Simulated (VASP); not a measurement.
Runs of VASP 6.6.1 on Mo. The structure is that of space group Im-3m (No. 229), or close to it. The cells are those of the table. 

```csv
cell,further INCAR settings,gap on the mesh (eV),pressure (GPa)
"a = 2.699 Å, angles 108.8, 108.8, 110.8°, 1 atom",ALGO = Fast; EDIFF = 1e-07; NBANDS = 13,none,12.9
"a = 2.744 Å, angles 110.1, 110.1, 108.1°, 1 atom",ALGO = Fast; EDIFF = 1e-06; NBANDS = 13,none,-1.1
"a = 2.767 Å, angles 110.8, 110.8, 106.8°, 1 atom",ALGO = Fast; EDIFF = 1e-07; NBANDS = 13,none,(a)
"a = 2.676 Å, angles 108.1, 108.1, 112.2°, 1 atom",ALGO = Fast; EDIFF = 1e-06; NBANDS = 13,none,21.8
```

Alike in all rows: task single point; level PBE; potentials or basis VASP PAW PBE potentials, release 64 (Mo_sv); no spin polarisation; k mesh 22 × 22 × 22; cutoff (eV) 520; smearing gaussian 0.15 eV.

Problem. Estimate the missing entries.

Solution. (a) -6.8.

A k mesh can miss the band edges, and the runs leave out spin-orbit coupling on Mo.

A gap of «none» marks levels without a gap at the run's occupations.
